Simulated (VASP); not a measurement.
# Si2W (I4/mmm) in VASP: further runs

Runs on Si2W. Level: PBE. Tasks: single point.

Everything below comes from runs of VASP 6.6.1. Logs are shortened: lines on timing, memory, paths and dates and some standing lists are left out, and cuts for length are marked.

## Step 1: The cell of the first run

It takes space group I4/mmm (No. 139, tetragonal). The conventional cell has a = 3.212 Å, b = 3.212 Å, c = 7.722 Å, α = 90.00°, β = 90.00°, γ = 90.00°. Si (site symmetry 4mm) has 5 W at 2.57 to 2.61 Å and 9 Si at 2.58 to 3.21 Å within 3.4 Å. Within 3.4 Å of W (site symmetry 4/mmm) lie 10 Si at 2.57 to 2.61 Å and 4 W at 3.21 Å.

## Step 2: Single point, PBE (zz strain of -2 %)

Input file INCAR:

```
SYSTEM = Si2W
  PREC = Accurate
  ENCUT = 520
  EDIFF = 1E-6
  ISMEAR = -1
  SIGMA = 0.05
  LREAL = .False.
  LASPH = .True.
  NELM = 60
  ALGO = Normal
  ISIF = 2
  LWAVE = .False.
  LCHARG = .False.
  GGA = PE
  NBANDS = 18
  ISYM = 0
```

Input file KPOINTS:

```
regular mesh
0
Gamma
  11 11 14
  0 0 0
```

Input file POSCAR:

```
Si2W
1.0
   -1.6060000000      1.6060000000      3.8612000000
    1.6060000000     -1.6060000000      3.8612000000
    1.6060000000      1.6060000000     -3.8612000000
Si W
2 1
Direct
    0.3330000000      0.3330000000      0.0000000000
    0.6670000000      0.6670000000      0.0000000000
    0.0000000000      0.0000000000      0.0000000000
```

Potentials or basis: VASP PAW PBE potentials, release 64 (Si, W_sv).

The run is started by

```sh
$ cat potpaw_PBE.64/Si/POTCAR potpaw_PBE.64/W_sv/POTCAR > POTCAR
$ mpirun -np 1 vasp_std > vasp.out
```

OUTCAR:

```text
SYSTEM = Si2W
   PREC = Accurate
   ENCUT = 520
   EDIFF = 1E-6
   ISMEAR = -1
   LREAL = .False.
   LASPH = .True.
   NELM = 60
   ISIF = 2
   GGA = PE
   ISYM = 0

 ion  position               nearest neighbor table
   1  0.333  0.333  0.000-   3 2.57   2 2.58   2 2.61   2 2.61   2 2.61   2 2.61   3 2.61   3 2.61
                             3 2.61   3 2.61
   2  0.667  0.667  0.000-   3 2.57   1 2.58   1 2.61   1 2.61   1 2.61   1 2.61   3 2.61   3 2.61
                             3 2.61   3 2.61
   3  0.000  0.000  0.000-   1 2.57   2 2.57   2 2.61   1 2.61   2 2.61   2 2.61   2 2.61   1 2.61
                             1 2.61   1 2.61

IMPORTANT INFORMATION: All symmetrisations will be switched off!
NOSYMM: (Re-)initialisation of all symmetry stuff for point group C_1.

----------------------------------------------------------------------------------------

                                     Primitive cell

  volume of cell :      39.8358

  direct lattice vectors                    reciprocal lattice vectors
    -1.606000000  1.606000000  3.861200000     0.000000000  0.311332503  0.129493422
     1.606000000 -1.606000000  3.861200000     0.311332503  0.000000000  0.129493422
     1.606000000  1.606000000 -3.861200000     0.311332503  0.311332503  0.000000000

  length of vectors
     4.479658183  4.479658183  4.479658183     0.337189077  0.337189077  0.440290648

  position of ions in fractional coordinates (direct lattice)
     0.333000000  0.333000000  0.000000000
     0.667000000  0.667000000  0.000000000
     0.000000000  0.000000000  0.000000000

  ion indices of the primitive-cell ions
   primitive index   ion index
                 1           1
                 2           2
                 3           3

----------------------------------------------------------------------------------------

 KPOINTS: regular mesh

Automatic generation of k-mesh.
 Grid dimensions read from file:
 generate k-points for:   11   11   14

 Generating k-lattice:

  Cartesian coordinates                     Fractional coordinates (reciprocal lattice)
     0.000000000  0.028302955  0.011772129     0.090909091  0.000000000  0.000000000
     0.028302955  0.000000000  0.011772129     0.000000000  0.090909091  0.000000000
     0.022238036  0.022238036  0.000000000     0.000000000  0.000000000  0.071428571

  Length of vectors
     0.030653552  0.030653552  0.031449332

  Shift w.r.t. Gamma in fractional coordinates (k-lattice)
     0.000000000  0.000000000  0.000000000

 -----------------------------------------------------------------------------
|                                                                             |
|           W    W    AA    RRRRR   N    N  II  N    N   GGGG   !!!           |
|           W    W   A  A   R    R  NN   N  II  NN   N  G    G  !!!           |
|           W    W  A    A  R    R  N N  N  II  N N  N  G       !!!           |
|           W WW W  AAAAAA  RRRRR   N  N N  II  N  N N  G  GGG   !            |
|           WW  WW  A    A  R   R   N   NN  II  N   NN  G    G                |
|           W    W  A    A  R    R  N    N  II  N    N   GGGG   !!!           |
|                                                                             |
|     Your reciprocal lattice and k-lattice belong to different lattice       |
|     classes:                                                                |
|                                                                             |
|        The reciprocal lattice is body-centered tetragonal,                  |
|        whereas your k-lattice is base-centered monoclinic.                  |
|                                                                             |
|     Results are often still useful ...                                      |
|                                                                             |
 -----------------------------------------------------------------------------

 WARNING: IBZKPT: internal override: KBLOWUP is changed to .FALSE.
      ... skipping the blow-up phase ...

 Subroutine IBZKPT returns following result:
 ===========================================

 Found    848 irreducible k-points:

 Following reciprocal coordinates:
            Coordinates               Weight
  0.000000  0.000000  0.000000      1.000000
  0.090909 -0.000000  0.000000      2.000000
  0.181818  0.000000  0.000000      2.000000
  0.272727  0.000000  0.000000      2.000000
  0.363636 -0.000000  0.000000      2.000000
  0.454545 -0.000000  0.000000      2.000000
[... 16 lines left out ...]
  0.454545  0.181818  0.000000      2.000000
 -0.454545  0.181818 -0.000000      2.000000
 [... further k-points ...]
   k-points           NKPTS =    848   k-points in BZ     NKDIM =    848   number of bands    NBANDS=     18
   number of dos      NEDOS =    301   number of ions     NIONS =      3
   total plane-waves  NPLWV =  46656
   dimension x,y,z NGX =    36 NGY =   36 NGZ =   36
   dimension x,y,z NGXF=    72 NGYF=   72 NGZF=   72
   ions per type =               2   1
   NGX,Y,Z   is equivalent  to a cutoff of  13.36, 13.36, 13.36 a.u.
   NGXF,Y,Z  is equivalent  to a cutoff of  26.72, 26.72, 26.72 a.u.
 SYSTEM =  Si2W
   PREC   = accura    normal or accurate (medium, high low for compatibility)
   ISTART =      0    job   : 0-new  1-cont  2-samecut
   ICHARG =      2    charge: 1-file 2-atom 10-const
   ISPIN  =      1    spin polarized calculation?
   LNONCOLLINEAR =      F non collinear calculations
   LSORBIT =      F    spin-orbit coupling
   LASPH  =      T    aspherical Exc in radial PAW
   ENCUT  =  520.0 eV  38.22 Ry    6.18 a.u.   8.33  8.33  8.33*2*pi/ulx,y,z
   NELM   =     60;   NELMIN=  2; NELMDL= -5     # of ELM steps
   EDIFF  = 0.1E-05   stopping-criterion for ELM
   LREAL  =      F    real-space projection
   EDIFFG = 0.1E-04   stopping-criterion for IOM
   NSW    =      0    number of steps for IOM
   IBRION =     -1    ionic relax: 0-MD 1-quasi-New 2-CG
   NFREE  =      0    steps in history (QN), initial steepest desc. (CG)
   ISIF   =      2    stress and relaxation
   ISYM   =      0    0-nonsym 1-usesym 2-fastsym
   POTIM  = 0.5000    time-step for ionic-motion
   TEBEG  =    0.0;   TEEND  =   0.0 temperature during run
   PSTRESS=    0.0 pullay stress
   NELECT =      22.0000    total number of electrons
   NUPDOWN=      -1.0000    fix difference up-down
   EMIN   =  10.00;   EMAX   =-10.00  energy-range for DOS
   EFERMI =   0.00;   METHOD = LEGACY
   ISMEAR =    -1;   SIGMA  =   0.05  broadening in eV -4-tet -1-fermi 0-gaus
   EFERMI_NEDOS =   21; number of points for ismear=-14 and -15
   IALGO  =     38    algorithm
   IMIX   =      4    mixing-type and parameters
     AMIX     =   0.40;   BMIX     =  1.00
     AMIX_MAG =   1.60;   BMIX_MAG =  1.00
  volume/ion in A,a.u.               =      13.28        89.61
  Fermi-wavevector in a.u.,A,eV,Ry     =   1.343150  2.538186 24.545626  1.804053
  Thomas-Fermi vector in A             =   2.471247
   LORBIT       =      0    0 simple, 1 ext, 2 COOP (PROOUT), +10 PAW based schemes
   GGA     = PE    functional components
   LHFCALC =     F    Hartree Fock is set to
   AEXX    =    0.0000 exact exchange contribution
   IVDW    =     0    specifies the selected vdW correction
   LEPSILON=     F    determine dielectric tensor
   LRPA    =     F    only Hartree local field effects (RPA)
 non-spin polarized calculation
  energy-cutoff  :      520.00
  volume of cell :       39.84
 maximum number of plane-waves:      1094
 NGX is ok and might be reduce to    36
   NGX = 17   NGY = 17   NGZ = 17

 number of electron      22.0000000 magnetization

 Free energy of the ion-electron system (eV)
  ---------------------------------------------------
  ext. energy  EPLUGINS =         0.00000000
  ---------------------------------------------------
  free energy    TOTEN  =       -24.78039218 eV

  energy without entropy =      -24.77851359  energy(sigma->0) =      -24.77945289

 E-fermi :  12.1752     XC(G=0): -12.5993

 val. band max:       12.1745608054   @ k =   0.4545   0.4545   0.3571
 cond. band min:      12.1809287081   @ k =   0.0909  -0.0000   0.0000
 fundamental gap:      0.0063679026
 Fermi energy:        12.1752022240

 k-point     1 :       0.0000    0.0000    0.0000
  band No.  band energies     occupation
      1     -61.6475      2.00000
      2     -25.9224      2.00000
      3     -25.8999      2.00000
      4     -25.8996      2.00000
      5      -2.0397      2.00000
      6       5.3001      2.00000
[... 10 lines left out ...]
     17      17.9932      0.00000
     18      17.9934      0.00000

 k-point     2 :       0.0909   -0.0000    0.0000
  band No.  band energies     occupation
      1     -61.6468      2.00000
      2     -25.9212      2.00000
      3     -25.9174      2.00000
      4     -25.8981      2.00000
      5      -1.8808      2.00000
      6       5.3142      2.00000
[... 10 lines left out ...]
     17      18.0077      0.00000
     18      18.4955      0.00000

 k-point     3 :       0.1818    0.0000    0.0000
  band No.  band energies     occupation
      1     -61.6452      2.00000
      2     -25.9648      2.00000
      3     -25.9178      2.00000
      4     -25.8938      2.00000
      5      -1.4138      2.00000
      6       5.2682      2.00000
[... 10 lines left out ...]
     17      18.4311      0.00000
     18      19.6289      0.00000

 k-point     4 :       0.2727    0.0000    0.0000
  band No.  band energies     occupation
      1     -61.6431      2.00000
      2     -26.0261      2.00000
      3     -25.9135      2.00000
      4     -25.8882      2.00000
      5      -0.6664      2.00000
      6       4.8348      2.00000
[... 10 lines left out ...]
     17      19.4243      0.00000
     18      20.9713      0.00000

 k-point     5 :       0.3636   -0.0000    0.0000
  band No.  band energies     occupation
      1     -61.6411      2.00000
      2     -26.0818      2.00000
      3     -25.9095      2.00000
      4     -25.8830      2.00000
      5       0.3160      2.00000
      6       3.8940      2.00000
[... 10 lines left out ...]
     17      19.2900      0.00000
     18      20.4463      0.00000

 k-point     6 :       0.4545   -0.0000    0.0000
  band No.  band energies     occupation
      1     -61.6399      2.00000
      2     -26.1147      2.00000
      3     -25.9071      2.00000
      4     -25.8799      2.00000
      5       1.4630      2.00000
      6       2.7230      2.00000
[... 10 lines left out ...]
     17      18.9478      0.00000
     18      18.9961      0.00000

 k-point     7 :      -0.0000    0.0909    0.0000
  band No.  band energies     occupation
      1     -61.6468      2.00000
      2     -25.9212      2.00000
      3     -25.9174      2.00000
      4     -25.8981      2.00000
      5      -1.8808      2.00000
      6       5.3142      2.00000
[... 10 lines left out ...]
     17      18.0077      0.00000
     18      18.4955      0.00000

 k-point     8 :       0.0909    0.0909    0.0000
  band No.  band energies     occupation
      1     -61.6462      2.00000
      2     -25.9210      2.00000
      3     -25.9164      2.00000
      4     -25.9149      2.00000
      5      -1.6761      2.00000
      6       5.1263      2.00000
[... 10 lines left out ...]
     17      18.4680      0.00000
     18      18.4901      0.00000
[... 229 lines left out ...]
     17      18.4847      0.00000
     18      19.6676      0.00000

 k-point    20 :       0.1818    0.1818    0.0000
  band No.  band energies     occupation
      1     -61.6430      2.00000
      2     -25.9608      2.00000
      3     -25.9554      2.00000
      4     -25.9146      2.00000
      5      -0.6458      2.00000
      6       4.6782      2.00000
[... 10 lines left out ...]
     17      18.5679      0.00000
     18      20.4395      0.00000

 k-point    21 :       0.2727    0.1818    0.0000
  band No.  band energies     occupation
      1     -61.6408      2.00000
      2     -26.0186      2.00000
      3     -25.9514      2.00000
      4     -25.9099      2.00000
      5       0.1260      2.00000
      6       4.3672      2.00000
[... 10 lines left out ...]
     17      18.8604      0.00000
     18      20.7864      0.00000

 k-point    22 :       0.3636    0.1818    0.0000
  band No.  band energies     occupation
      1     -61.6389      2.00000
      2     -26.0733      2.00000
      3     -25.9453      2.00000
      4     -25.9049      2.00000
      5       1.0901      2.00000
      6       3.7320      2.00000
[... 10 lines left out ...]
     17      19.4270      0.00000
     18      20.7743      0.00000

 k-point    23 :       0.4545    0.1818    0.0000
  band No.  band energies     occupation
      1     -61.6377      2.00000
      2     -26.1056      2.00000
      3     -25.9416      2.00000
      4     -25.9011      2.00000
      5       2.1773      2.00000
      6       2.7051      2.00000
[... 10 lines left out ...]
     17      19.6463      0.00000
     18      21.1472      0.00000

 k-point    24 :      -0.4545    0.1818   -0.0000
  band No.  band energies     occupation
      1     -61.6377      2.00000
      2     -26.1055      2.00000
      3     -25.9415      2.00000
      4     -25.8999      2.00000
      5       1.5524      2.00000
      6       3.3461      2.00000
[... 10 lines left out ...]
     17      19.4277      0.00000
     18      20.7673      0.00000

 [... further k-points ...]

------------------------ aborting loop because EDIFF is reached ----------------------------------------

  FORCE on cell =-STRESS in cart. coord.  units (eV):
  Direction    XX          YY          ZZ          XY          YZ          ZX
  --------------------------------------------------------------------------------------
  -------------------------------------------------------------------------------------
  Total        1.1845487      1.1845485      2.9282668      0.0163132      0.0023115      0.0023118
  in kB       47.6420158     47.6420078    117.7735726      0.6561093      0.0929686      0.0929804
  external PRESSURE =      71.0191987 kB  Pullay stress =       0.0000000 kB

 VOLUME and BASIS-vectors are now :
 -----------------------------------------------------------------------------
  energy-cutoff  :      520.00
  volume of cell :       39.84
      direct lattice vectors                 reciprocal lattice vectors
    -1.606000000  1.606000000  3.861200000     0.000000000  0.311332503  0.129493422
     1.606000000 -1.606000000  3.861200000     0.311332503  0.000000000  0.129493422
     1.606000000  1.606000000 -3.861200000     0.311332503  0.311332503  0.000000000

 POSITION                                       TOTAL-FORCE (eV/Angst)
 -----------------------------------------------------------------------------------
      0.00000      0.00000      2.57156        -0.000730     -0.000730      0.189878
      0.00000      0.00000      5.15084         0.000730      0.000730     -0.189879
      0.00000      0.00000      0.00000         0.000000     -0.000000      0.000000
 -----------------------------------------------------------------------------------
    total drift:                                0.000000      0.000000      0.000000

  FREE ENERGIE OF THE ION-ELECTRON SYSTEM (eV)
  ---------------------------------------------------
  free  energy   TOTEN  =       -24.7803921846 eV

  energy  without entropy=      -24.7785135925  energy(sigma->0) =      -24.77945289
```

It took 18 min on 1 thread of Intel Xeon 8259CL, shared host; peak memory 0.67 GiB.

Results:

```
Free energy            : -24.7804 eV
Pressure               : 7.1 GPa
Largest force          : 0.190 eV/Å
Band gap on the k mesh : zero (bands 11 and 12 overlap by 1.15 eV)
```

Forces on the atoms (eV/Å):
```
Si  -0.001 -0.001  0.190
Si   0.001  0.001 -0.190
W    0.000  0.000  0.000
```

Levels at points of the mesh, in eV from the Fermi level:
```
           k point  band 9  band 10  band 11  band 12  band 13  band 14
(0.00, 0.00, 0.00)   -2.99    -2.99     0.58     2.70     2.81     3.10
(0.00, 0.00, 0.50)   -5.14    -3.21    -1.72     2.92     2.98     3.17
```

Caveat: the cell differs from its parent crystal (zz strain of -2 %); the cell stands under pressure; spin-orbit coupling is left out, which moves the levels of the heavy elements.

## Step 3: Single point, PBE (13.01 Å³/atom)

This run uses another cell than the first one, of 13.01 Å³/atom.

Input file INCAR:

```
ALGO = Normal
EDIFF = 1E-7
ENCUT = 520
GGA = PE
ISIF = 2
ISMEAR = -1
ISYM = 0
LASPH = True
LCHARG = True
LELF = True
LREAL = False
LVHAR = True
LWAVE = False
NBANDS = 18
NELM = 100
PREC = Accurate
SIGMA = 0.05
```

Input file KPOINTS:

```
k-points
0
Gamma
  11 11 14
```

Input file POSCAR:

```
Si2W
1.0
   -1.5842946366      1.5842946366      3.8867502291
    1.5842946366     -1.5842946366      3.8867502291
    1.5842946366      1.5842946366     -3.8867502291
Si W
2 1
Direct
    0.3330000000      0.3330000000      0.0000000000
    0.6670000000      0.6670000000      0.0000000000
    0.0000000000      0.0000000000      0.0000000000
```

Potentials or basis: VASP PAW PBE potentials, release 64 (Si, W_sv).

The run is started by

```sh
$ cat potpaw_PBE.64/Si/POTCAR potpaw_PBE.64/W_sv/POTCAR > POTCAR
$ mpirun -np 1 vasp_std > vasp.out
```

Run time: 12 min. Hardware: 1 thread of Intel Xeon Platinum 8259CL at 2.50GHz (Skylake/Cascade Lake), shared host; peak memory 0.66 GiB.

Results (log left out):

| Item | Value |
| --- | --- |
| Free energy | -24.7413 eV |
| Pressure | 12.0 GPa |
| Largest force | 0.122 eV/Å |
| Band gap on the k mesh | zero (bands 11 and 12 overlap by 1.32 eV) |

Forces in eV/Å, atoms in the order of the input:
```
Si  -0.001 -0.001  0.122
Si   0.001  0.001 -0.122
W    0.000  0.000  0.000
```

Stress tensor (GPa, compression positive):
```
12.49  0.05  0.00
 0.05 12.49  0.00
 0.00  0.00 11.04
```

Levels at points of the mesh, in eV from the Fermi level:
```
           k point  band 9  band 10  band 11  band 12  band 13  band 14
(0.00, 0.00, 0.00)   -2.99    -2.99     0.69     2.70     2.91     3.28
(0.00, 0.00, 0.50)   -5.23    -3.47    -1.73     2.76     3.16     3.31
```

Caveat: the cell stands under pressure; spin-orbit coupling is left out, which moves the levels of the heavy elements.
